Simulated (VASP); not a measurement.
**KLiCl2: single point with PBE**

Crystal: KLiCl2.

```
Li K Cl
1.0
     1.89522    1.09421    6.49684
    -1.89522    1.09421    6.49684
     0.00000   -2.18841    6.49684
Li K Cl
1 1 2
Direct
  0.00000 0.00000 0.00000
  0.50000 0.50000 0.50000
  0.26655 0.26655 0.26655
  0.73345 0.73345 0.73345
```

This cell differs from its parent crystal: strain -4.7%.

```
Program             : VASP 6.6.1
Task                : single point
Functional          : PBE
Potentials or basis : VASP PAW PBE potentials, release 64 (Li_sv, K_sv, Cl)
Cutoff              : 520 eV
k mesh              : 8 × 8 × 8
Occupations         : fermi-dirac, width 0.02 eV
Spin                : no spin polarisation
```

- Largest force: 0.051 eV/Å
- Band gap on the k mesh: 5.81 eV, direct

Forces on the atoms (eV/Å):
```
Li   0.000  0.000  0.000
K    0.000  0.000  0.000
Cl   0.000  0.000  0.051
Cl   0.000  0.000 -0.051
```

Levels at points of the mesh, in eV from the valence-band top:
```csv
k point,band 9,band 10,band 11,band 12,band 13,band 14,band 15,band 16,band 17,band 18
"(0.00, 0.00, 0.00)",-0.49,-0.49,-0.09,-0.09,0.00,5.81,7.13,7.90,9.02,9.02
"(0.50, 0.00, 0.00)",-2.09,-1.13,-1.12,-0.39,-0.24,6.71,8.58,8.64,9.78,9.85
"(0.50, 0.50, 0.00)",-2.08,-0.98,-0.69,-0.58,-0.41,6.31,7.60,8.40,10.70,10.84
"(0.50, 0.50, 0.50)",-0.81,-0.34,-0.34,-0.24,-0.24,6.77,6.89,7.72,8.98,8.98
```

Wall time 4.4 min on 1 thread of Intel(R) Xeon(R) 6975P-C (Granite Rapids), with other jobs on the host, peak memory 0.43 GiB.

Caveat: the cell differs from its parent crystal (strain -4.7%). A k mesh can miss the band edges.
